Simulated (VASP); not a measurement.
# Zr2HS4 in VASP: a series of runs

Runs on Zr2HS4. Level: PBE+D3(BJ). Tasks: single point.

All numbers are computed with VASP 6.6.1; they aren't measurements. Logs are shortened: lines on timing, memory, paths and dates and some standing lists are left out, and cuts for length are marked.

**1. The cell of the first run**

The cell holds a slab with vacuum, 14 atoms: a = 7.298 Å, b = 7.298 Å, c = 20.917 Å, α = 90.00°, β = 90.00°, γ = 120.00°.

**2. Single point, PBE+D3(BJ)**

INCAR

```
PREC = Accurate
ENCUT = 400
EDIFF = 1E-6
ISMEAR = 0
SIGMA = 0.05
LREAL = False
LASPH = True
NELM = 120
ALGO = Normal
ISIF = 2
LWAVE = False
LCHARG = False
LDIPOL = True
IDIPOL = 3
DIPOL = 0.5 0.5 0.285
GGA = PE
IVDW = 12
NBANDS = 62
GGA_COMPAT = False
NELMDL = -8
```

KPOINTS

```
Automatic mesh
0
Gamma
  6 6 1
```

POSCAR

```
Zr2HS4
1.0
    7.2976778227      0.0000000000      0.0000000000
   -3.6488389114      6.3199743831      0.0000000000
    0.0000000000      0.0000000000     20.9171506047
S Zr H
8 4 2
Direct
    0.3333333333      0.1666666667      0.1912306354
    0.3333333333      0.6666666667      0.1912306354
    0.8333333333      0.1666666667      0.1912306354
    0.8333333333      0.6666666667      0.1912306354
    0.1666666667      0.3333333333      0.3306927762
    0.1666666667      0.8333333333      0.3306927762
    0.6666666667      0.3333333333      0.3306927762
    0.6666666667      0.8333333333      0.3306927762
    0.0000000000      0.0000000000      0.2609617058
    0.0000000000      0.5000000000      0.2609617058
    0.5000000000      0.0000000000      0.2609617058
    0.5000000000      0.5000000000      0.2609617058
    0.2741954354      0.7258045646      0.4286984769
    0.3924712313      0.6075287687      0.4286984769
```

Potentials or basis: VASP PAW PBE potentials, release 64 (S, Zr_sv, H).

Command:

```
> cat potpaw_PBE.64/S/POTCAR potpaw_PBE.64/Zr_sv/POTCAR potpaw_PBE.64/H/POTCAR > POTCAR
> mpirun -np 1 vasp_std > vasp.out
```

OUTCAR:

```text
PREC = Accurate
   ENCUT = 400
   EDIFF = 1E-6
   ISMEAR = 0
   LREAL = False
   LASPH = True
   NELM = 120
   ISIF = 2
   GGA = PE
   IVDW = 12
   NELMDL = -8
 IVDW          = 12

 ion  position               nearest neighbor table
   1  0.333  0.167  0.191-   9 2.56  12 2.56  11 2.56
   2  0.333  0.667  0.191-  10 2.56  11 2.56  12 2.56
   3  0.833  0.167  0.191-  11 2.56  10 2.56   9 2.56
   4  0.833  0.667  0.191-  12 2.56   9 2.56  10 2.56
   5  0.167  0.333  0.331-  12 2.56   9 2.56  10 2.56
   6  0.167  0.833  0.331-  11 2.56  10 2.56   9 2.56
   7  0.667  0.333  0.331-  10 2.56  11 2.56  12 2.56
   8  0.667  0.833  0.331-   9 2.56  12 2.56  11 2.56
   9  0.000  0.000  0.261-   1 2.56   8 2.56   5 2.56   4 2.56   6 2.56   3 2.56  12 3.65  12 3.65
                            11 3.65  11 3.65  10 3.65  10 3.65
  10  0.000  0.500  0.261-   2 2.56   7 2.56   6 2.56   3 2.56   4 2.56   5 2.56  11 3.65  11 3.65
                            12 3.65  12 3.65   9 3.65   9 3.65
  11  0.500  0.000  0.261-   3 2.56   6 2.56   2 2.56   7 2.56   1 2.56   8 2.56  10 3.65  10 3.65
                             9 3.65   9 3.65  12 3.65  12 3.65
  12  0.500  0.500  0.261-   4 2.56   5 2.56   1 2.56   8 2.56   7 2.56   2 2.56   9 3.65   9 3.65
                            10 3.65  10 3.65  11 3.65  11 3.65
  13  0.274  0.726  0.429-
  14  0.392  0.608  0.429-

  LATTYP: Found a hexagonal cell.
 ALAT       =     7.2976778227
 C/A-ratio  =     2.8662748771

  Lattice vectors:

 A1 = (   7.2976778227,   0.0000000000,   0.0000000000)
 A2 = (  -3.6488389114,   6.3199743831,   0.0000000000)
 A3 = (   0.0000000000,   0.0000000000,  20.9171506047)

Analysis of symmetry for initial positions (statically):
=====================================================================
 Subroutine PRICEL returns:
 Original cell was already a primitive cell.

 Routine SETGRP: Setting up the symmetry group for a
 hexagonal supercell.

 Subroutine GETGRP returns: Found  2 space group operations
 (whereof  2 operations were pure point group operations)
 out of a pool of 24 trial point group operations.

The static configuration has the point symmetry C_1h.

Analysis of symmetry for dynamics (positions and initial velocities):
=====================================================================
 Subroutine PRICEL returns:
 Original cell was already a primitive cell.

 Routine SETGRP: Setting up the symmetry group for a
 hexagonal supercell.

 Subroutine GETGRP returns: Found  2 space group operations
 (whereof  2 operations were pure point group operations)
 out of a pool of 24 trial point group operations.

The dynamic configuration has the point symmetry C_1h.

 Subroutine INISYM returns: Found  2 space group operations
[... 134 lines left out ...]
   GGA     = PE    functional components
   LHFCALC =     F    Hartree Fock is set to
   AEXX    =    0.0000 exact exchange contribution
   IVDW    =    12    specifies the selected vdW correction
   LEPSILON=     F    determine dielectric tensor
   LRPA    =     F    only Hartree local field effects (RPA)
 non-spin polarized calculation
 Gauss-broadening in eV      SIGMA  =   0.05
  energy-cutoff  :      400.00
  volume of cell :      964.72
 maximum number of plane-waves:     17598
   NGX = 23   NGY = 23   NGZ = 69

 dipolmoment           0.000000      0.000000     -0.000034 electrons x Angstroem

 number of electron      98.0000015 magnetization

 dipolmoment           0.000000      0.000000      0.034500 electrons x Angstroem

 Free energy of the ion-electron system (eV)
  ---------------------------------------------------
  ext. energy  EPLUGINS =         0.00000000
  ---------------------------------------------------
  free energy    TOTEN  =       -89.62467266 eV

  energy without entropy =      -89.62467266  energy(sigma->0) =      -89.62467266

 E-fermi :  -3.0430     XC(G=0):  -3.3279

 val. band max:       -3.3321557291   @ k =   0.0000   0.0000   0.0000
 cond. band min:      -2.2384155851   @ k =   0.0000   0.0000   0.0000
 fundamental gap:      1.0937401440
 Fermi energy:        -3.0430372640

 k-point     1 :       0.0000    0.0000    0.0000
  band No.  band energies     occupation
      1     -52.1682      2.00000
      2     -52.1505      2.00000
      3     -52.1452      2.00000
      4     -52.1447      2.00000
      5     -30.3542      2.00000
      6     -30.3502      2.00000
[... 821 lines left out ...]
     60       0.2375      0.00000
     61       0.2681      0.00000
 [bands above 61 left out]

------------------------ aborting loop because EDIFF is reached ----------------------------------------

 vacuum level on the upper side and lower side of the slab       (xc-potential included)        -0.060        -0.180

 Edisp (eV)   -3.10860

 E8    (eV) :    -1.3835

  FORCE on cell =-STRESS in cart. coord.  units (eV):
  Direction    XX          YY          ZZ          XY          YZ          ZX
  --------------------------------------------------------------------------------------
  -------------------------------------------------------------------------------------
  Total      -4.68323    -1.77858    -0.26661     2.51550     0.18977    -0.32869
  in kB      -7.77774    -2.95380    -0.44278     4.17765     0.31516    -0.54588
  external pressure =       -3.72 kB  Pullay stress =        0.00 kB

 VOLUME and BASIS-vectors are now :
 -----------------------------------------------------------------------------
  energy-cutoff  :      400.00
  volume of cell :      964.72
      direct lattice vectors                 reciprocal lattice vectors
     7.297677823  0.000000000  0.000000000     0.137029891  0.079114245  0.000000000
    -3.648838911  6.319974383  0.000000000     0.000000000  0.158228489  0.000000000
     0.000000000  0.000000000 20.917150605     0.000000000  0.000000000  0.047807659

 POSITION                                       TOTAL-FORCE (eV/Angst)
 -----------------------------------------------------------------------------------
      1.82442      1.05333      4.00000         0.002487      0.000375     -0.025307
     -0.00000      4.21332      4.00000        -0.016646      0.009611      0.022799
      5.47326      1.05333      4.00000         0.002580     -0.001489     -0.034650
      3.64884      4.21332      4.00000         0.000919     -0.002341     -0.025307
      0.00000      2.10666      6.91715        -0.013749     -0.010543     -0.023568
     -1.82442      5.26665      6.91715         0.088252     -0.050953      0.214429
      3.64884      2.10666      6.91715        -0.001338      0.000773      0.034768
      1.82442      5.26665      6.91715         0.002256      0.017178     -0.023568
      0.00000      0.00000      5.45858        -0.088400      0.051038     -0.020716
     -1.82442      3.15999      5.45858         0.070254     -0.061963      0.006201
      3.64884      0.00000      5.45858         0.088788     -0.029860      0.006201
      1.82442      3.15999      5.45858        -0.006023      0.003478     -0.024288
     -0.64735      4.58707      8.96715         3.140075     -1.812923     -0.117280
      0.64735      3.83957      8.96715        -3.269455      1.887620      0.010284
 -----------------------------------------------------------------------------------
    total drift:                               -0.000001      0.000000      0.000700

  FREE ENERGIE OF THE ION-ELECTRON SYSTEM (eV)
  ---------------------------------------------------
  free  energy   TOTEN  =       -92.7332767720 eV

  energy  without entropy=      -92.7332767720  energy(sigma->0) =      -92.73327677

 vacuum level on the upper side and lower side of the slab         3.119         2.996
```

stdout:

```text
POSCAR found type information on POSCAR S ZrH
 POSCAR found :  3 types and      14 ions
 scaLAPACK will be used
 LDA part: xc-table for (Slater+PW92), standard interpolation
 POSCAR, INCAR and KPOINTS ok, starting setup
 FFT: planning ... GRIDC
 FFT: planning ... GRID_SOFT
 FFT: planning ... GRID
 WAVECAR not read
 entering main loop
```

It took 29 min on 1 thread of Intel Xeon 8259CL, shared host; peak memory 0.92 GiB.

What came out:

- Free energy: -92.7333 eV
- Largest force: 3.775 eV/Å
- Band gap on the k mesh: 1.09 eV
- Dispersion energy per atom: -0.222 eV

Forces in eV/Å, atoms in the order of the input:
```
S    0.002  0.000 -0.025
S   -0.017  0.010  0.023
S    0.003 -0.001 -0.035
S    0.001 -0.002 -0.025
S   -0.014 -0.011 -0.024
S    0.088 -0.051  0.214
S   -0.001  0.001  0.035
S    0.002  0.017 -0.024
Zr  -0.088  0.051 -0.021
Zr   0.070 -0.062  0.006
Zr   0.089 -0.030  0.006
Zr  -0.006  0.003 -0.024
H    3.140 -1.813 -0.117
H   -3.269  1.888  0.010
```

**3. Single point, PBE+D3(BJ)**

INCAR

```
SYSTEM = Zr2HS4
PREC = Accurate ; ENCUT = 400
EDIFF = 1E-6 ; ISMEAR = 0
SIGMA = 0.05 ; LREAL = .FALSE.
LASPH = .TRUE. ; NELM = 120
ALGO = Normal ; ISIF = 2
LWAVE = .FALSE. ; LCHARG = .TRUE.
LDIPOL = .TRUE. ; IDIPOL = 3
DIPOL = 0.5 0.5 0.278 ; GGA = PE
IVDW = 12 ; LELF = .TRUE.
LVHAR = .TRUE. ; LVACPOTAV = .TRUE.
NBANDS = 62 ; GGA_COMPAT = .FALSE.
NELMDL = -8
```

KPOINTS

```
regular mesh
0
G
  6 6 1
  0 0 0
```

Changes to POSCAR since step 2:

```diff
@@ -20,3 +20,3 @@
     0.5000000000      0.5000000000      0.2609617058
-    0.2741954354      0.7258045646      0.4286984769
-    0.3924712313      0.6075287687      0.4286984769
+    0.3036654916      0.6963345084      0.3828031244
+    0.3630011751      0.6369988249      0.3828031244
```

Potentials or basis: VASP PAW PBE potentials, release 64 (S, Zr_sv, H).

Command:

```
> cat potpaw_PBE.64/S/POTCAR potpaw_PBE.64/Zr_sv/POTCAR potpaw_PBE.64/H/POTCAR > POTCAR
> mpirun -np 1 vasp_std > vasp.out
```

It took 11 min on 1 thread of AMD EPYC 9R45 (Zen 5), shared host; peak memory 0.87 GiB.

Results (log left out):

| Quantity | Value |
| --- | --- |
| Free energy | -94.6587 eV |
| Largest force | 0.832 eV/Å |
| Band gap on the k mesh | 1.12 eV |
| Dispersion energy per atom | -0.222 eV |

Forces on the atoms (eV/Å):
```
S   -0.002 -0.002 -0.010
S   -0.006  0.003  0.023
S    0.012 -0.007 -0.009
S    0.001  0.003 -0.010
S   -0.035 -0.389 -0.327
S   -0.319  0.184 -0.285
S   -0.001  0.001  0.050
S    0.319  0.225 -0.327
Zr  -0.053  0.031 -0.151
Zr  -0.056 -0.095 -0.195
Zr   0.055  0.096 -0.195
Zr   0.081 -0.047 -0.207
H   -0.100  0.058  0.821
H    0.103 -0.060  0.823
```

Levels at points of the mesh, in eV from the valence-band top:
```
           k point  band 46  band 47  band 48  band 49  band 50  band 51  band 52  band 53
(0.00, 0.00, 0.00)    -0.90    -0.20     0.00     0.00     1.12     1.13     1.16     1.73
(0.50, 0.00, 0.00)    -0.88    -0.82    -0.48    -0.38     1.51     1.53     2.30     2.32
(0.50, 0.50, 0.00)    -0.86    -0.83    -0.49    -0.41     1.51     1.52     2.31     2.31
```

**4. Single point, PBE+D3(BJ)**

INCAR

```
SYSTEM = Zr2HS4
ALGO = Normal
DIPOL = 0.5 0.5 0.296
EDIFF = 1E-6
ENCUT = 400
GGA = PE
GGA_COMPAT = .False.
IDIPOL = 3
ISIF = 2
ISMEAR = 0
IVDW = 12
LASPH = .True.
LCHARG = .False.
LDIPOL = .True.
LREAL = .False.
LWAVE = .False.
NBANDS = 62
NELM = 120
NELMDL = -8
PREC = Accurate
SIGMA = 0.05
```

KPOINTS

```
k-points
0
Gamma
  6 6 1
  0 0 0
```

Changes to POSCAR since step 3:

```diff
@@ -20,3 +20,3 @@
     0.5000000000      0.5000000000      0.2609617058
-    0.3036654916      0.6963345084      0.3828031244
-    0.3630011751      0.6369988249      0.3828031244
+    0.2866163718      0.7133836282      0.5028003481
+    0.3800502948      0.6199497052      0.5028003481
```

Command:

```
> cat potpaw_PBE.64/S/POTCAR potpaw_PBE.64/Zr_sv/POTCAR potpaw_PBE.64/H/POTCAR > POTCAR
> mpirun -np 1 vasp_std > vasp.out
```

Run time: 41 min. Hardware: 1 thread of Intel Xeon 8259CL, shared host; peak memory 0.92 GiB.

Results (log left out):

| Quantity | Value |
| --- | --- |
| Free energy | -94.0027 eV |
| Largest force | 4.673 eV/Å |
| Band gap on the k mesh | 1.10 eV |
| Dispersion energy per atom | -0.215 eV |

Forces in eV/Å, atoms in the order of the input:
```
S    0.002 -0.001 -0.010
S   -0.001  0.001 -0.007
S   -0.002  0.001 -0.009
S    0.001 -0.001 -0.010
S    0.000  0.003  0.016
S    0.003 -0.002  0.023
S    0.000  0.000  0.016
S   -0.003 -0.002  0.016
Zr  -0.004  0.002  0.003
Zr   0.005 -0.001  0.004
Zr   0.004 -0.004  0.004
Zr  -0.005  0.003  0.005
H    4.046 -2.336 -0.025
H   -4.047  2.337 -0.024
```

Levels at points of the mesh, in eV from the valence-band top:
```csv
k point,band 46,band 47,band 48,band 49,band 50,band 51,band 52,band 53
"(0.00, 0.00, 0.00)",-0.92,-0.87,0.00,0.00,1.10,1.10,1.10,1.69
"(0.50, 0.00, 0.00)",-0.85,-0.85,-0.50,-0.49,1.48,1.48,2.28,2.28
"(0.50, 0.50, 0.00)",-0.85,-0.85,-0.50,-0.49,1.48,1.48,2.28,2.28
```

(Part 1 of 2 ends here.)
